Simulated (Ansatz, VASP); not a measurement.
One calculation of ZrC, two programs

Contents of INCAR:

```
SYSTEM = ZrC
PREC     = Accurate       ! precision mode
ENCUT    = 520            ! plane-wave cutoff, eV
EDIFF    = 1E-6           ! SCF threshold, eV
ISMEAR   = -1             ! smearing method
SIGMA    = 0.05           ! smearing width, eV
LREAL    = .False.        ! projectors in reciprocal space
LASPH    = .True.         ! aspherical terms in the spheres
NELM     = 60             ! most SCF steps
ALGO     = Normal         ! electronic algorithm
ISIF     = 2              ! what is computed and relaxed
LWAVE    = .False.        ! write WAVECAR
LCHARG   = .True.         ! write CHGCAR
GGA      = PS             ! functional
LELF     = .True.         ! ELF
LVHAR    = .True.       
NBANDS   = 15             ! bands
```

The input KPOINTS:

```
Automatic mesh
0
Gamma
  15 15 15
  0 0 0
```

Contents of POSCAR:

```
ZrC
1.0
   -0.0705063000      2.3149568500      2.3149568500
    2.3149568500     -0.0705063000      2.3149568500
    2.3149568500      2.3149568500     -0.0705063000
Zr C
1 1
Direct
    0.5000000000      0.5000000000      0.5000000000
    0.0000000000      0.0000000000      0.0000000000
```

Input for Ansatz:

```yaml
crystal:
  lattice:
    - [-0.0705063, 2.31495685, 2.31495685]
    - [2.31495685, -0.0705063, 2.31495685]
    - [2.31495685, 2.31495685, -0.0705063]
  atoms:
    - { symbol: Zr, position: [0.5, 0.5, 0.5] }
    - { symbol: C, position: [0.0, 0.0, 0.0] }
kpoints:
  mp_grid: { grid: [15, 15, 15] }
  band_path:
    path:
      - [0.0, 0.0, 0.0]
      - [0.5, 0.5, 0.5]
      - [0.2579113083, 0.5, 0.7420886917]
      - [-0.2579113083, 0.2579113083, 0.5]
      - [0.0, 0.0, 0.5]
      - [0.0, 0.0, 0.0]
      - [-0.3789556542, 0.0, 0.3789556542]
      - [0.0, 0.3789556542, 0.6210443458]
      - [0.0, 0.5, 0.5]
    npoints: 5
scf:
  occupations: { method: fermi_dirac, width: 0.05 }
hamiltonian:
  xc: pbesol
  pseudopotentials: { kind: all_electron, lapw: { basis_error: 0.00025 } }
output:
  forces: true
  stress: true
  eigenvalues: true
```

Change from the starting cell: equal xy, yz and zx shear strains of -3 %.

Alike in both runs: task single point; functional PBEsol; k mesh 15 × 15 × 15; occupations fermi-dirac, width 0.05 eV; no spin polarisation.

|  | VASP | Ansatz |
| --- | --- | --- |
| version | VASP 6.6.1 | Ansatz 0.2.0 |
| potentials or method | VASP PAW PBE potentials, release 64 (Zr_sv, C), cutoff 520 eV | all-electron LAPW, scalar-relativistic |

```tsv
	VASP	Ansatz	Ansatz less VASP
pressure (GPa)	-4.1	-4.4	-0.30
traceless stress, the component that is largest in VASP (GPa)	4.35	4.36	+0.005
```

VASP's potentials were made for PBE, not for PBEsol. Ansatz ran all-electron here, and VASP with PAW potentials.
